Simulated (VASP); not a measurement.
# GaAs (I-4m2) in VASP: further runs

Runs on GaAs. Level: PBEsol. Tasks: single point.

All numbers are computed with VASP 6.6.1; they aren't measurements. Logs are shortened: lines on timing, memory, paths and dates and some standing lists are left out, and cuts for length are marked.

### Step 1. The cell of the first run

The structure is tetragonal, space group I-4m2 (No. 119). The conventional cell has a = 4.001 Å, b = 4.001 Å, c = 5.318 Å, α = 90.00°, β = 90.00°, γ = 90.00°. Ga (site symmetry -4m2) has 4 As at 2.40 Å within 3.2 Å. As (site symmetry -4m2) has 4 Ga at 2.40 Å within 3.2 Å.

### Step 2. Single point, PBEsol (strain along c alone, the other axes held: -6.0 %)

Contents of INCAR:

```
  ALGO = Normal
  EDIFF = 1E-7
  ENCUT = 520
  GGA = PS
  ISIF = 2
  ISMEAR = 0
  LASPH = T
  LCHARG = T
  LELF = T
  LREAL = F
  LVHAR = T
  LWAVE = F
  NBANDS = 26
  NELM = 60
  PREC = Accurate
  SIGMA = 0.01
```

Contents of KPOINTS:

```
k-points
0
Gamma
  10 10 6
```

Contents of POSCAR:

```
GaAs
1.0
    2.8289764104      2.8289764104      0.0000000000
   -2.8289764104      2.8289764104      0.0000000000
    0.0000000000      0.0000000000      5.3184756516
Ga As
2 2
Direct
    0.0000000000      0.0000000000      0.0000000000
    0.5000000000      0.5000000000      0.5000000000
    0.5000000000      0.0000000000      0.7500000000
    0.0000000000      0.5000000000      0.2500000000
```

Potentials or basis: VASP PAW PBE potentials, release 64 (Ga_d, As).

Launch:

```
cat potpaw_PBE.64/Ga_d/POTCAR potpaw_PBE.64/As/POTCAR > POTCAR
mpirun -np 1 vasp_std > vasp.out
```

OUTCAR:

```text
EDIFF = 1E-7
   ENCUT = 520
   GGA = PS
   ISIF = 2
   ISMEAR = 0
   LASPH = T
   LREAL = F
   NELM = 60
   PREC = Accurate

 ion  position               nearest neighbor table
   1  0.000  0.000  0.000-   3 2.40   4 2.40   4 2.40   3 2.40
   2  0.500  0.500  0.500-   3 2.40   4 2.40   3 2.40   4 2.40
   3  0.500  0.000  0.750-   1 2.40   2 2.40   2 2.40   1 2.40
   4  0.000  0.500  0.250-   1 2.40   2 2.40   1 2.40   2 2.40

  LATTYP: Found a simple tetragonal cell.
 ALAT       =     4.0007768072
 C/A-ratio  =     1.3293607486

  Lattice vectors:

 A1 = (   2.8289764104,   2.8289764104,   0.0000000000)
 A2 = (  -2.8289764104,   2.8289764104,   0.0000000000)
 A3 = (   0.0000000000,   0.0000000000,   5.3184756516)

Analysis of symmetry for initial positions (statically):
=====================================================================
 Subroutine PRICEL returns following result:

  LATTYP: Found a body centered tetragonal cell.
 ALAT       =     4.0007768072
 C/A-ratio  =     1.3293607486

  Lattice vectors:

 A1 = (   0.0000000000,  -2.8289764104,  -2.6592378258)
 A2 = (   0.0000000000,   2.8289764104,  -2.6592378258)
 A3 = (   2.8289764104,   0.0000000000,   2.6592378258)

   2 primitive cells build up your supercell.

 Routine SETGRP: Setting up the symmetry group for a
 simple tetragonal supercell.

 Subroutine GETGRP returns: Found  8 space group operations
 (whereof  8 operations were pure point group operations)
 out of a pool of 16 trial point group operations.

The static configuration has the point symmetry D_2d.

Analysis of symmetry for dynamics (positions and initial velocities):
=====================================================================
 Subroutine PRICEL returns following result:

  LATTYP: Found a body centered tetragonal cell.
 ALAT       =     4.0007768072
 C/A-ratio  =     1.3293607486

  Lattice vectors:

 A1 = (   0.0000000000,  -2.8289764104,  -2.6592378258)
 A2 = (   0.0000000000,   2.8289764104,  -2.6592378258)
 A3 = (   2.8289764104,   0.0000000000,   2.6592378258)
[... 95 lines left out ...]
   dimension x,y,z NGX =    30 NGY =   30 NGZ =   40
   dimension x,y,z NGXF=    60 NGYF=   60 NGZF=   80
   ions per type =               2   2
   NGX,Y,Z   is equivalent  to a cutoff of  12.47, 12.47, 12.50 a.u.
   NGXF,Y,Z  is equivalent  to a cutoff of  24.93, 24.93, 25.01 a.u.
 SYSTEM =  unknown system
   PREC   = accura    normal or accurate (medium, high low for compatibility)
   ISTART =      0    job   : 0-new  1-cont  2-samecut
   ICHARG =      2    charge: 1-file 2-atom 10-const
   ISPIN  =      1    spin polarized calculation?
   LNONCOLLINEAR =      F non collinear calculations
   LSORBIT =      F    spin-orbit coupling
   LASPH  =      T    aspherical Exc in radial PAW
   ENCUT  =  520.0 eV  38.22 Ry    6.18 a.u.   7.44  7.44  9.89*2*pi/ulx,y,z
   NELM   =     60;   NELMIN=  2; NELMDL= -5     # of ELM steps
   EDIFF  = 0.1E-06   stopping-criterion for ELM
   LREAL  =      F    real-space projection
   EDIFFG = 0.1E-05   stopping-criterion for IOM
   NSW    =      0    number of steps for IOM
   IBRION =     -1    ionic relax: 0-MD 1-quasi-New 2-CG
   NFREE  =      0    steps in history (QN), initial steepest desc. (CG)
   ISIF   =      2    stress and relaxation
   ISYM   =      2    0-nonsym 1-usesym 2-fastsym
   POTIM  = 0.5000    time-step for ionic-motion
   TEBEG  =    0.0;   TEEND  =   0.0 temperature during run
   PSTRESS=    0.0 pullay stress
   NELECT =      36.0000    total number of electrons
   NUPDOWN=      -1.0000    fix difference up-down
   EMIN   =  10.00;   EMAX   =-10.00  energy-range for DOS
   EFERMI =   0.00;   METHOD = LEGACY
   ISMEAR =     0;   SIGMA  =   0.01  broadening in eV -4-tet -1-fermi 0-gaus
   EFERMI_NEDOS =   21; number of points for ismear=-14 and -15
   IALGO  =     38    algorithm
   IMIX   =      4    mixing-type and parameters
     AMIX     =   0.40;   BMIX     =  1.00
     AMIX_MAG =   1.60;   BMIX_MAG =  1.00
  volume/ion in A,a.u.               =      21.28       143.62
  Fermi-wavevector in a.u.,A,eV,Ry     =   1.228807  2.322109 20.544348  1.509967
  Thomas-Fermi vector in A             =   2.363719
   LORBIT       =      0    0 simple, 1 ext, 2 COOP (PROOUT), +10 PAW based schemes
   GGA     = PS    functional components
   LHFCALC =     F    Hartree Fock is set to
   AEXX    =    0.0000 exact exchange contribution
   IVDW    =     0    specifies the selected vdW correction
   LEPSILON=     F    determine dielectric tensor
   LRPA    =     F    only Hartree local field effects (RPA)
 non-spin polarized calculation
 Gauss-broadening in eV      SIGMA  =   0.01
  energy-cutoff  :      520.00
  volume of cell :       85.13
 maximum number of plane-waves:      2347
 NGX is ok and might be reduce to    30
   NGX = 15   NGY = 15   NGZ = 19

 number of electron      35.9999990 magnetization

 Free energy of the ion-electron system (eV)
  ---------------------------------------------------
  ext. energy  EPLUGINS =         0.00000000
  ---------------------------------------------------
  free energy    TOTEN  =       -18.06033083 eV

  energy without entropy =      -18.06033083  energy(sigma->0) =      -18.06033083

 E-fermi :   4.6838     XC(G=0): -10.0465

 val. band max:        4.6044293204   @ k =   0.0000   0.0000   0.0000
 cond. band min:       5.2473633015   @ k =   0.0000   0.0000   0.1667
 fundamental gap:      0.6429339811
 Fermi energy:         4.6837832978

 k-point     1 :       0.0000    0.0000    0.0000
  band No.  band energies     occupation
      1     -10.6556      2.00000
      2     -10.5186      2.00000
      3     -10.5186      2.00000
      4     -10.5038      2.00000
      5     -10.4627      2.00000
      6     -10.4553      2.00000
[... 685 lines left out ...]
     25      11.9083      0.00000
     26      12.4251      0.00000

 [... further k-points ...]
[... 5 lines left out ...]
  --------------------------------------------------------------------------------------
  -------------------------------------------------------------------------------------
  Total        2.1476458      2.1476458      3.8680601      0.0000000     -0.0000000      0.0000000
  in kB       40.4201034     40.4201034     72.7994294      0.0000000     -0.0000000      0.0000000
  external PRESSURE =      51.2132121 kB  Pullay stress =       0.0000000 kB

 VOLUME and BASIS-vectors are now :
 -----------------------------------------------------------------------------
  energy-cutoff  :      520.00
  volume of cell :       85.13
      direct lattice vectors                 reciprocal lattice vectors
     2.828976410  2.828976410  0.000000000     0.176742372  0.176742372  0.000000000
    -2.828976410  2.828976410  0.000000000    -0.176742372  0.176742372  0.000000000
     0.000000000  0.000000000  5.318475652     0.000000000  0.000000000  0.188023800

 POSITION                                       TOTAL-FORCE (eV/Angst)
 -----------------------------------------------------------------------------------
      0.00000      0.00000      0.00000        -0.000000     -0.000000      0.000000
      0.00000      2.82898      2.65924        -0.000000     -0.000000      0.000000
      1.41449      1.41449      3.98886         0.000000      0.000000      0.000000
     -1.41449      1.41449      1.32962         0.000000      0.000000     -0.000000
 -----------------------------------------------------------------------------------
    total drift:                               -0.000000      0.000000      0.000000

  FREE ENERGIE OF THE ION-ELECTRON SYSTEM (eV)
  ---------------------------------------------------
  free  energy   TOTEN  =       -18.0603308298 eV

  energy  without entropy=      -18.0603308298  energy(sigma->0) =      -18.06033083
```

stdout:

```text
POSCAR found type information on POSCAR GaAs
 POSCAR found :  2 types and       4 ions
 scaLAPACK will be used
 -----------------------------------------------------------------------------
|                                                                             |
|                                                                             |
|     You enforced a specific xc type in the INCAR file but a different       |
|     I HOPE YOU KNOW WHAT YOU ARE DOING!                                     |
|                                                                             |
 -----------------------------------------------------------------------------

 LDA part: xc-table for (Slater+PW92), standard interpolation
 POSCAR, INCAR and KPOINTS ok, starting setup
 FFT: planning ... GRIDC
 FFT: planning ... GRID_SOFT
 FFT: planning ... GRID
 WAVECAR not read
 entering main loop
```

It took 5.5 min on 1 thread of AMD EPYC 7R13, shared host; peak memory 0.26 GiB.

What came out:

* Free energy: -18.0603 eV
* Pressure: 5.1 GPa
* Band gap on the k mesh: 0.64 eV

Caveat: the cell differs from its parent crystal (strain along c alone, the other axes held: -6.0 %); the cell stands under pressure; semilocal functionals underestimate gaps, and a narrow one can read as zero; the PAW data sets were made with another functional, which shifts forces and pressure a little. A k mesh can miss the band edges.

### Step 3. Single point, PBEsol (strain along c alone, the other axes held: -4.0 %)

Contents of INCAR:

```
PREC = Accurate
ENCUT = 520
EDIFF = 1E-7
ISMEAR = 0
SIGMA = 0.01
LREAL = False
LASPH = True
NELM = 80
ALGO = Normal
ISIF = 2
LWAVE = False
LCHARG = False
GGA = PS
NBANDS = 26
```

Contents of KPOINTS:

```
Automatic mesh
0
Gamma
  10 10 6
```

Edit POSCAR of step 2 so:

```diff
@@ -4,3 +4,3 @@
    -2.8289764104      2.8289764104      0.0000000000
-    0.0000000000      0.0000000000      5.3184756516
+    0.0000000000      0.0000000000      5.4316347080
 Ga As
```

Potentials or basis: VASP PAW PBE potentials, release 64 (Ga_d, As).

Launch:

```
cat potpaw_PBE.64/Ga_d/POTCAR potpaw_PBE.64/As/POTCAR > POTCAR
mpirun -np 1 vasp_std > vasp.out
```

Wall time 5.5 min (1 thread of AMD EPYC 7R13, shared host); peak memory 0.27 GiB.

It converged, with:

| Property | Result |
| --- | --- |
| Free energy | -18.1287 eV |
| Pressure | 3.3 GPa |
| Band gap on the k mesh | 0.59 eV |

Stress tensor (GPa, compression positive):
```
2.57 0.00 0.00
0.00 2.57 0.00
0.00 0.00 4.82
```

Levels at points of the mesh, in eV from the valence-band top:
```tsv
k point	band 14	band 15	band 16	band 17	band 18	band 19	band 20	band 21	band 22	band 23
(0.00, 0.00, 0.00)	-3.17	-3.17	-0.23	-0.23	0.00	0.59	0.96	1.14	3.49	3.59
(0.50, 0.00, 0.00)	-5.88	-3.58	-3.58	-1.63	-1.63	2.39	2.39	5.56	5.56	5.58
(0.50, 0.50, 0.00)	-7.27	-2.90	-2.90	-2.87	-2.87	1.22	1.22	1.53	1.53	10.06
(0.00, 0.00, 0.50)	-4.15	-2.09	-2.09	-2.09	-2.09	1.49	1.49	3.20	3.20	6.56
(0.50, 0.00, 0.50)	-7.05	-1.52	-1.52	-1.19	-1.19	0.86	0.86	4.30	4.30	4.63
(0.50, 0.50, 0.50)	-7.03	-3.91	-3.91	-3.73	-3.73	4.77	4.77	4.94	4.94	5.71
```

Caveat: the cell differs from its parent crystal (strain along c alone, the other axes held: -4.0 %); the cell stands under pressure; semilocal functionals underestimate gaps, and a narrow one can read as zero; the PAW data sets were made with another functional, which shifts forces and pressure a little. A k mesh can miss the band edges.

### Step 4. Single point, PBEsol

This run uses another cell than the first one, of 21.73 Å³/atom.

Contents of INCAR:

```
SYSTEM = GaAs
ALGO     = Normal         ! electronic algorithm
EDIFF    = 1E-6           ! SCF threshold, eV
ENCUT    = 520            ! plane-wave cutoff, eV
GGA      = PS             ! functional
ISIF     = 2              ! what is computed and relaxed
ISMEAR   = 0              ! smearing method
LASPH    = .TRUE.         ! aspherical terms in the spheres
LCHARG   = .FALSE.        ! write CHGCAR
LREAL    = .FALSE.        ! projectors in reciprocal space
LWAVE    = .FALSE.        ! write WAVECAR
NBANDS   = 26             ! bands
NELM     = 100            ! most SCF steps
PREC     = Accurate       ! precision mode
SIGMA    = 0.01           ! smearing width, eV
```

Contents of KPOINTS:

```
k-points
0
G
  10 10 6
  0 0 0
```

POSCAR is that of step 3.

Launch:

```
cat potpaw_PBE.64/Ga_d/POTCAR potpaw_PBE.64/As/POTCAR > POTCAR
mpirun -np 1 vasp_std > vasp.out
```

It took 4.4 min on 1 thread of AMD EPYC 7R13, shared host; peak memory 0.27 GiB.

It converged, with:

```
Free energy            : -18.1287 eV
Pressure               : 3.4 GPa
Band gap on the k mesh : 0.59 eV
```

Stress tensor (GPa, compression positive):
```
2.64 0.00 0.00
0.00 2.64 0.00
0.00 0.00 4.89
```

Levels at points of the mesh, in eV from the valence-band top:
```tsv
k point	band 16	band 17	band 18	band 19	band 20	band 21
(0.00, 0.00, 0.00)	-0.23	-0.23	0.00	0.59	0.96	1.14
(0.50, 0.00, 0.00)	-3.58	-1.63	-1.63	2.39	2.39	5.56
(0.50, 0.50, 0.00)	-2.90	-2.87	-2.87	1.22	1.22	1.53
(0.00, 0.00, 0.50)	-2.09	-2.09	-2.09	1.49	1.49	3.20
(0.50, 0.00, 0.50)	-1.52	-1.19	-1.19	0.86	0.86	4.30
(0.50, 0.50, 0.50)	-3.91	-3.73	-3.73	4.77	4.77	4.94
```

Caveat: the cell stands under pressure; semilocal functionals underestimate gaps, and a narrow one can read as zero; the PAW data sets were made with another functional, which shifts forces and pressure a little. A k mesh can miss the band edges.
